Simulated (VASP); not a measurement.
# Zn3O4 (P6/mmm) in VASP: further runs

The runs below take Zn3O4 through relaxation of cell and atoms, single point, with PBE.

All numbers are computed with VASP 6.6.1; they aren't measurements. Logs are shortened: lines on timing, memory, paths and dates and some standing lists are left out, and cuts for length are marked.

## (1) The cell of the first run

The structure is hexagonal, space group P6/mmm (No. 191). Conventional cell: a = 5.437 Å, b = 5.437 Å, c = 3.215 Å, α = 90.00°, β = 90.00°, γ = 120.00°. Within 3.0 Å of Zn (site symmetry mmm) lie 8 O at 2.25 to 2.80 Å and 4 Zn at 2.72 Å. Within 1.8 Å of O (site symmetry 6mm) lie 1 O at 1.34 Å. O (site symmetry -6m2) has 6 Zn at 2.25 Å within 3.0 Å.

The cell was built from a structure type or drawn by symmetry, and may not be a known phase.

## (2) Relaxation of cell and atoms, PBE

Contents of INCAR:

```
SYSTEM = Zn3O4
ALGO = Normal ; EDIFF = 1E-6
EDIFFG = -0.04 ; ENCUT = 600
GGA = PE ; IBRION = 2
ISIF = 3 ; ISMEAR = 0
LASPH = .TRUE. ; LCHARG = .FALSE.
LREAL = .FALSE. ; LWAVE = .FALSE.
NELM = 80 ; NSW = 90
PREC = Accurate ; SIGMA = 0.1
```

Contents of KPOINTS:

```
k-points
0
G
  6 6 6
  0 0 0
```

Contents of POSCAR:

```
Zn3O4
1.0
    5.4366171288      0.0000000000      0.0000000000
   -2.7183085644      4.7082485442      0.0000000000
    0.0000000000      0.0000000000      3.2153151778
Zn O
3 4
Direct
    0.0000000000      0.5000000000      0.0000000000
    0.5000000000      0.0000000000      0.0000000000
    0.5000000000      0.5000000000      0.0000000000
    0.0000000000      0.0000000000      0.2077853079
    0.0000000000      0.0000000000      0.7922146921
    0.3333333333      0.6666666667      0.5000000000
    0.6666666667      0.3333333333      0.5000000000
```

Potentials or basis: VASP PAW PBE potentials, release 64 (Zn, O).

The run is started by

```console
$ cat potpaw_PBE.64/Zn/POTCAR potpaw_PBE.64/O/POTCAR > POTCAR
$ mpirun -np 1 vasp_std > vasp.out
```

OUTCAR:

```text
SYSTEM = Zn3O4
   EDIFF = 1E-6
   EDIFFG = -0.04
   ENCUT = 600
   GGA = PE
   IBRION = 2
   ISIF = 3
   ISMEAR = 0
   LASPH = .TRUE.
   LREAL = .FALSE.
   NELM = 80
   NSW = 90
   PREC = Accurate

 ion  position               nearest neighbor table
   1  0.000  0.500  0.000-   6 2.25   7 2.25   6 2.25   7 2.25   3 2.72   3 2.72   2 2.72   2 2.72

   2  0.500  0.000  0.000-   6 2.25   7 2.25   6 2.25   7 2.25   1 2.72   3 2.72   3 2.72   1 2.72

   3  0.500  0.500  0.000-   6 2.25   7 2.25   6 2.25   7 2.25   1 2.72   1 2.72   2 2.72   2 2.72

   4  0.000  0.000  0.208-   5 1.34   5 1.88
   5  0.000  0.000  0.792-   4 1.34   4 1.88
   6  0.333  0.667  0.500-   1 2.25   1 2.25   2 2.25   2 2.25   3 2.25   3 2.25
   7  0.667  0.333  0.500-   1 2.25   1 2.25   2 2.25   2 2.25   3 2.25   3 2.25

  LATTYP: Found a hexagonal cell.
 ALAT       =     5.4366171288
 C/A-ratio  =     0.5914183584

  Lattice vectors:

 A1 = (   5.4366171288,   0.0000000000,   0.0000000000)
 A2 = (  -2.7183085644,   4.7082485442,   0.0000000000)
 A3 = (   0.0000000000,   0.0000000000,   3.2153151778)

Analysis of symmetry for initial positions (statically):
=====================================================================
 Subroutine PRICEL returns:
 Original cell was already a primitive cell.

 Routine SETGRP: Setting up the symmetry group for a
 hexagonal supercell.

 Subroutine GETGRP returns: Found 24 space group operations
 (whereof 24 operations were pure point group operations)
 out of a pool of 24 trial point group operations.

The static configuration has the point symmetry D_6h.

Analysis of symmetry for dynamics (positions and initial velocities):
=====================================================================
 Subroutine PRICEL returns:
 Original cell was already a primitive cell.

 Routine SETGRP: Setting up the symmetry group for a
 hexagonal supercell.

 Subroutine GETGRP returns: Found 24 space group operations
 (whereof 24 operations were pure point group operations)
 out of a pool of 24 trial point group operations.

The dynamic configuration has the point symmetry D_6h.

 Subroutine INISYM returns: Found 24 space group operations
 (whereof 24 operations are pure point group operations),
 and found     1 'primitive' translations

[... 126 lines left out ...]
  Fermi-wavevector in a.u.,A,eV,Ry     =   1.473402  2.784327 29.537084  2.170914
  Thomas-Fermi vector in A             =   2.588300
   LORBIT       =      0    0 simple, 1 ext, 2 COOP (PROOUT), +10 PAW based schemes
   GGA     = PE    functional components
   LHFCALC =     F    Hartree Fock is set to
   AEXX    =    0.0000 exact exchange contribution
   IVDW    =     0    specifies the selected vdW correction
   LEPSILON=     F    determine dielectric tensor
   LRPA    =     F    only Hartree local field effects (RPA)
 conjugate gradient relaxation of ions
 non-spin polarized calculation
 Gauss-broadening in eV      SIGMA  =   0.10
  energy-cutoff  :      600.00
  volume of cell :       82.30
 maximum number of plane-waves:      2765
 NGX is ok and might be reduce to    48
   NGX = 21   NGY = 21   NGZ = 13

--------------------------------------- Ionic step        1  -------------------------------------------

 number of electron      59.9999996 magnetization

 Free energy of the ion-electron system (eV)
  ---------------------------------------------------
  ext. energy  EPLUGINS =         0.00000000
  ---------------------------------------------------
  free energy    TOTEN  =       -25.02545141 eV

  energy without entropy =      -25.00326366  energy(sigma->0) =      -25.01435753

------------------------ aborting loop because EDIFF is reached ----------------------------------------

  FORCE on cell =-STRESS in cart. coord.  units (eV):
  Direction    XX          YY          ZZ          XY          YZ          ZX
  --------------------------------------------------------------------------------------
  -------------------------------------------------------------------------------------
  Total       -0.2087670     -0.2087670      1.5770778      0.0000000      0.0000000      0.0000000
  in kB       -4.0640656     -4.0640656     30.7009640      0.0000000      0.0000000      0.0000000
  external PRESSURE =       7.5242776 kB  Pullay stress =       0.0000000 kB
[... 104 lines left out ...]
  FREE ENERGIE OF THE ION-ELECTRON SYSTEM (eV)
  ---------------------------------------------------
  free  energy   TOTEN  =       -25.0349530476 eV

  energy  without entropy=      -25.0143433271  energy(sigma->0) =      -25.02464819

[... ionic steps 4 to 7 ...]

--------------------------------------- Ionic step        8  -------------------------------------------

 number of electron      59.9999988 magnetization

------------------------ aborting loop because EDIFF is reached ----------------------------------------
[... 77 lines left out ...]
--------------------------------------- Ionic step       10  -------------------------------------------

 number of electron      59.9999987 magnetization

 Free energy of the ion-electron system (eV)
  ---------------------------------------------------
  ext. energy  EPLUGINS =         0.00000000
  ---------------------------------------------------
  free energy    TOTEN  =       -25.03975413 eV

  energy without entropy =      -25.02047706  energy(sigma->0) =      -25.03011560

 E-fermi :   3.0572     XC(G=0): -11.0612

 val. band max:        3.0458499759   @ k =   0.3333   0.0000   0.1667
 cond. band min:       3.2387943282   @ k =   0.3333   0.1667   0.5000
 fundamental gap:      0.1929443523
 Fermi energy:         3.0571808812

 k-point     1 :       0.0000    0.0000    0.0000
  band No.  band energies     occupation
      1     -20.5718      2.00000
      2     -16.3439      2.00000
      3     -15.7116      2.00000
      4      -9.6538      2.00000
      5      -5.8478      2.00000
      6      -5.4538      2.00000
[... 925 lines left out ...]
     35       7.8758      0.00000
     36       8.3538      0.00000

 [... further k-points ...]

------------------------ aborting loop because EDIFF is reached ----------------------------------------

  FORCE on cell =-STRESS in cart. coord.  units (eV):
  Direction    XX          YY          ZZ          XY          YZ          ZX
  --------------------------------------------------------------------------------------
  -------------------------------------------------------------------------------------
  Total       -0.0215405     -0.0215405      0.0032346      0.0000000     -0.0000000      0.0000000
  in kB       -0.4229574     -0.4229574      0.0635133      0.0000000     -0.0000000      0.0000000
  external PRESSURE =      -0.2608005 kB  Pullay stress =       0.0000000 kB
[... 22 lines left out ...]
  FREE ENERGIE OF THE ION-ELECTRON SYSTEM (eV)
  ---------------------------------------------------
  free  energy   TOTEN  =       -25.0397541299 eV

  energy  without entropy=      -25.0204770648  energy(sigma->0) =      -25.03011560

 reached required accuracy - stopping structural energy minimisation
```

CONTCAR:

```text
Zn3O4
   1.00000000000000
     5.3940891061525091   -0.0000000000000000   -0.0000000000000000
    -2.6970445530762546    4.6714181962143284    0.0000000000000000
     0.0000000000000000   -0.0000000000000000    3.2381949818192264
  Zn              O
     3     4
Direct
     0.0000000000000000    0.5000000000000000    0.0000000000000000
     0.5000000000000000    0.0000000000000000    0.0000000000000000
     0.5000000000000000    0.5000000000000000    0.0000000000000000
     0.0000000000000000    0.0000000000000000    0.2108296297781747
     0.0000000000000000    0.0000000000000000    0.7891703702218252
     0.3333333332999970    0.6666666667000030    0.5000000000000000
     0.6666666667000030    0.3333333332999970    0.5000000000000000

  0.00000000E+00  0.00000000E+00  0.00000000E+00
  0.00000000E+00  0.00000000E+00  0.00000000E+00
  0.00000000E+00  0.00000000E+00  0.00000000E+00
  0.00000000E+00  0.00000000E+00  0.00000000E+00
  0.00000000E+00  0.00000000E+00  0.00000000E+00
  0.00000000E+00  0.00000000E+00  0.00000000E+00
  0.00000000E+00  0.00000000E+00  0.00000000E+00
```

It took 5.8 min on 1 thread of AMD EPYC 9R45 (Zen 5), shared host; peak memory 0.26 GiB.

What came out:

| Quantity | Value |
| --- | --- |
| Free energy | -25.0398 eV |
| Relaxed volume | 11.66 Å³/atom |
| Relaxed cell | a = 5.394 Å, b = 5.394 Å, c = 3.238 Å, α = 90.00°, β = 90.00°, γ = 120.00° |
| Space group after relaxing (to 0.1 Å) | P6/mmm (No. 191) |
| Energy gained by relaxing | 2.0 meV/atom |
| Ionic steps | 10 |
| Pressure after relaxing | 0.0 GPa |
| Largest force after relaxing | 0.003 eV/Å |
| Band gap on the k mesh | zero (bands 30 and 31 overlap by 0.57 eV) |

Forces on the atoms (eV/Å):
```
Zn   0.000  0.000  0.000
Zn   0.000  0.000  0.000
Zn   0.000  0.000  0.000
O    0.000  0.000 -0.003
O    0.000  0.000  0.003
O    0.000  0.000  0.000
O    0.000  0.000  0.000
```

The path:
```
step  energy change (eV)  largest force (eV/Å)  pressure (GPa)  volume (Å³)
   1              0.0000                0.7142            0.75        82.30
   2              0.0377                1.5233           -2.75        82.96
   3             -0.0095                0.0966           -0.40        82.49
   4             -0.0128                0.0299           -0.48        82.25
   5             -0.0135                0.0141           -0.50        82.07
   6             -0.0142                0.0737            0.06        81.58
   7             -0.0142                0.0702            0.06        81.61
   8             -0.0142                0.0664            0.02        81.64
   9             -0.0141                0.1234           -0.03        81.52
  10             -0.0143                0.0035           -0.03        81.60
```

Final structure:
```xyz
7
Lattice="5.3941 0.0000 0.0000 -2.6970 4.6714 0.0000 0.0000 0.0000 3.2382" Properties=species:S:1:pos:R:3 pbc="T T T"
Zn   -1.3485    2.3357    0.0000
Zn    2.6970    0.0000    0.0000
Zn    1.3485    2.3357    0.0000
O     0.0000    0.0000    0.6827
O     0.0000    0.0000    2.5555
O     0.0000    3.1143    1.6191
O     2.6970    1.5571    1.6191
```

Caveat: semilocal functionals underestimate gaps, so a narrow gap can read as zero.

## (3) Single point, PBE, collinear spin, ferromagnetic start

Contents of INCAR:

```
ALGO = Normal ; EDIFF = 1E-6
ENCUT = 520 ; GGA = PE
ISIF = 2 ; ISMEAR = 0
ISPIN = 2 ; LASPH = True
LCHARG = False ; LORBIT = 11
LREAL = False ; LWAVE = False
MAGMOM = 0 0 0 1 1 1 1 ; NBANDS = 43
NELM = 150 ; PREC = Accurate
SIGMA = 0.1
```

Contents of KPOINTS:

```
k-points
0
Gamma
  6 6 4
```

Changes to POSCAR since step 2:

```diff
@@ -2,4 +2,4 @@
 1.0
-    5.4366171288      0.0000000000      0.0000000000
-   -2.7183085644      4.7082485442      0.0000000000
+    5.4366171288      0.0000000032      0.0000000000
+   -2.7183085672      4.7082485425      0.0000000000
     0.0000000000      0.0000000000      3.2153151778
```

Potentials or basis: VASP PAW PBE potentials, release 64 (Zn, O).

The run is started by

```console
$ cat potpaw_PBE.64/Zn/POTCAR potpaw_PBE.64/O/POTCAR > POTCAR
$ mpirun -np 1 vasp_std > vasp.out
```

It took 69 s on 1 thread of AMD EPYC 9R45 (Zen 5), shared host; peak memory 0.25 GiB.

It converged, with:

```yaml
Free_energy: -25.1118 eV
Pressure: 0.8 GPa
Largest_force: 0.488 eV/Å
Band_gap_on_the_k_mesh: zero (filled and empty bands overlap)
Net_moment: 0.00 μB per cell
Valence_electrons_inside_the_program's_atomic_spheres: Zn 10.57; O 4.90, 4.89 (each value once)
```

Forces on the atoms (eV/Å):
```
Zn   0.000  0.000  0.000
Zn   0.000  0.000  0.000
Zn   0.000  0.000  0.000
O    0.000  0.000  0.488
O    0.000  0.000 -0.488
O    0.000  0.000  0.000
O    0.000  0.000  0.000
```

Stress tensor (GPa, compression positive):
```
0.46 0.00 0.00
0.00 0.46 0.00
0.00 0.00 1.38
```

Levels at points of the mesh, in eV from the Fermi level:
Spin up:
```tsv
k point	band 27	band 28	band 29	band 30	band 31	band 32	band 33	band 34
(0.00, 0.00, 0.00)	-3.88	-3.34	-2.61	0.17	0.17	2.16	3.66	3.66
(0.50, 0.00, 0.00)	-3.72	-3.22	-0.89	-0.32	0.13	0.14	2.58	3.73
(0.00, 0.00, 0.50)	-2.91	-2.91	-1.55	-1.55	1.44	1.44	2.01	3.61
(0.50, 0.00, 0.50)	-3.30	-2.69	-1.79	-1.62	0.38	1.25	2.50	4.61
```
Spin down:
| k point | band 28 | band 29 | band 30 | band 31 | band 32 | band 33 |
| --- | --- | --- | --- | --- | --- | --- |
| (0.00, 0.00, 0.00) | -3.34 | -2.61 | 0.17 | 0.17 | 2.16 | 3.66 |
| (0.50, 0.00, 0.00) | -3.22 | -0.89 | -0.32 | 0.13 | 0.14 | 2.58 |
| (0.00, 0.00, 0.50) | -2.91 | -1.55 | -1.55 | 1.44 | 1.44 | 2.01 |
| (0.50, 0.00, 0.50) | -2.69 | -1.79 | -1.62 | 0.38 | 1.25 | 2.50 |

Caveat: the k points lie up to 0.49 Å⁻¹ apart, too coarse for converged energies and pressures of a metal; semilocal functionals underestimate gaps, so a narrow gap can read as zero.

## (4) Relaxation of cell and atoms, PBE, collinear spin, ferromagnetic start

This run uses another cell than the first one, of 13.84 Å³/atom.

Contents of INCAR:

```
SYSTEM = Zn3O4
  PREC = Accurate
  ENCUT = 600
  EDIFF = 1E-6
  ISMEAR = 0
  SIGMA = 0.1
  LREAL = .FALSE.
  LASPH = .TRUE.
  NELM = 150
  ALGO = Normal
  ISIF = 3
  LWAVE = .FALSE.
  LCHARG = .FALSE.
  ISPIN = 2
  MAGMOM = 0 0 0 1 1 1 1
  LORBIT = 11
  GGA = PE
  IBRION = 2
  NSW = 90
  EDIFFG = -0.04
```

Contents of KPOINTS:

```
regular mesh
0
G
  6 6 4
  0 0 0
```

Contents of POSCAR:

```
Zn3O4
1.0
    4.8298117500      0.0000000000      0.0000000000
   -2.4149058800      4.1827396700      0.0000000000
    0.0000000000      0.0000000000      4.7945086500
Zn O
3 4
Direct
    0.0000000000      0.5000000000      0.0000000000
    0.5000000000      0.0000000000      0.0000000000
    0.5000000000      0.5000000000      0.0000000000
    0.0000000000      0.0000000000      0.2603348200
    0.0000000000      0.0000000000      0.7396651800
    0.3333333300      0.6666666700      0.5000000000
    0.6666666700      0.3333333300      0.5000000000
```

The run is started by

```console
$ cat potpaw_PBE.64/Zn/POTCAR potpaw_PBE.64/O/POTCAR > POTCAR
$ mpirun -np 1 vasp_std > vasp.out
```

Wall time 49 min (1 thread of Oxide Virtual Turin-like, shared host); peak memory 0.34 GiB.

It converged, with:

- Free energy: -25.1294 eV
- Relaxed volume: 11.77 Å³/atom
- Relaxed cell: a = 5.434 Å, b = 5.434 Å, c = 3.222 Å, α = 90.00°, β = 90.00°, γ = 120.00°
- Space group after relaxing (to 0.1 Å): P6/mmm (No. 191)
- Energy gained by relaxing: 1071.8 meV/atom
- Ionic steps: 18
- Pressure after relaxing: 0.0 GPa
- Band gap on the k mesh: zero (filled and empty bands overlap)
- Net moment: 0.00 μB per cell
- Valence electrons inside the program's atomic spheres: Zn 10.56; O 4.89

The path:
```
step  energy change (eV)  largest force (eV/Å)  pressure (GPa)  volume (Å³)
   1              0.0000                0.5840          -10.07        96.86
   2             -2.1528                0.2145           -8.87        84.78
   3             -5.4456                3.4674           20.50        67.55
   4             -6.2809                2.5145           21.13        66.71
   5             -6.3805                1.3542           24.99        66.33
   6             -6.8474                0.8740           15.70        69.74
   7             -7.2671                0.1935            2.24        76.93
   8             -7.2851                0.0869           -0.05        78.65
   9             -7.3714                0.2359            0.61        79.17
  10             -7.4671                1.3314            2.82        80.40
  11             -7.4964                0.5628            0.57        81.83
  12             -7.4994                0.1406            1.07        81.49
  13             -7.4993                0.1685            0.99        81.51
  14             -7.5017                0.1105            0.48        81.94
  15             -7.5026                0.0433           -0.09        82.44
  16             -7.5026                0.0470           -0.04        82.42
  17             -7.5026                0.0404            0.03        82.38
  18             -7.5026                0.0002           -0.01        82.40
```

Final structure:
```
CELL_PARAMETERS angstrom
5.43377 0.00000 0.00000
-2.71688 4.70578 0.00000
0.00000 0.00000 3.22241
ATOMIC_POSITIONS crystal
Zn 0.00000 0.50000 0.00000
Zn 0.50000 0.00000 0.00000
Zn 0.50000 0.50000 0.00000
O 0.00000 0.00000 0.20934
O 0.00000 0.00000 0.79066
O 0.33333 0.66667 0.50000
O 0.66667 0.33333 0.50000
```

Levels at points of the mesh, in eV from the Fermi level:
Spin up:
| k point | band 26 | band 27 | band 28 | band 29 | band 30 | band 31 | band 32 | band 33 | band 34 | band 35 |
| --- | --- | --- | --- | --- | --- | --- | --- | --- | --- | --- |
| (0.00, 0.00, 0.00) | -3.82 | -3.82 | -3.32 | -2.59 | 0.16 | 0.16 | 2.16 | 3.69 | 3.69 | 4.42 |
| (0.50, 0.00, 0.00) | -3.88 | -3.67 | -3.19 | -0.86 | -0.31 | 0.12 | 0.12 | 2.62 | 3.76 | 5.94 |
| (0.00, 0.00, 0.50) | -3.10 | -2.88 | -2.88 | -1.56 | -1.56 | 1.47 | 1.47 | 2.03 | 3.64 | 4.11 |
| (0.50, 0.00, 0.50) | -3.61 | -3.17 | -2.66 | -1.81 | -1.64 | 0.41 | 1.29 | 2.52 | 4.63 | 4.93 |
Spin down:
| k point | band 28 | band 29 | band 30 | band 31 | band 32 | band 33 |
| --- | --- | --- | --- | --- | --- | --- |
| (0.00, 0.00, 0.00) | -3.32 | -2.59 | 0.16 | 0.16 | 2.16 | 3.69 |
| (0.50, 0.00, 0.00) | -3.19 | -0.86 | -0.31 | 0.12 | 0.12 | 2.62 |
| (0.00, 0.00, 0.50) | -2.88 | -1.56 | -1.56 | 1.47 | 1.47 | 2.03 |
| (0.50, 0.00, 0.50) | -2.66 | -1.81 | -1.64 | 0.41 | 1.29 | 2.52 |

Caveat: semilocal functionals underestimate gaps, so a narrow gap can read as zero; a cell axis changed by over 15 % at a fixed basis, so the end point is rough.

## (5) Summary

```csv
task,spin,cell,k mesh,cutoff (eV),gap on the mesh (eV),pressure (GPa),moment (μB),relaxed volume (Å³/atom)
relaxation of cell and atoms,off,"relaxed from a = 5.437, b = 5.437, c = 3.215 Å, angles 90.0, 90.0, 120.0°, 7 atoms, atomic positions A",6 × 6 × 6,600,none,0.0,-,11.66
single point,"collinear, ferromagnetic start","a = 5.437, b = 5.437, c = 3.215 Å, angles 90.0, 90.0, 120.0°, 7 atoms, atomic positions A",6 × 6 × 4,520,none,0.8,0.00,-
relaxation of cell and atoms,"collinear, ferromagnetic start","relaxed from a = 4.830, b = 4.830, c = 4.795 Å, angles 90.0, 90.0, 120.0°, 7 atoms, atomic positions B",6 × 6 × 4,600,none,0.0,0.00,11.77
```

Alike in all rows: level PBE; potentials or basis VASP PAW PBE potentials, release 64 (Zn, O); smearing gaussian 0.1 eV.

Caveats: some runs use coarse meshes; semilocal functionals underestimate gaps, so a narrow gap can read as zero; a cell axis changed by over 15 % at a fixed basis, so the end point is rough (at least some runs).

Total energies depend on the potentials used, so only differences within one code and one set of settings carry meaning.
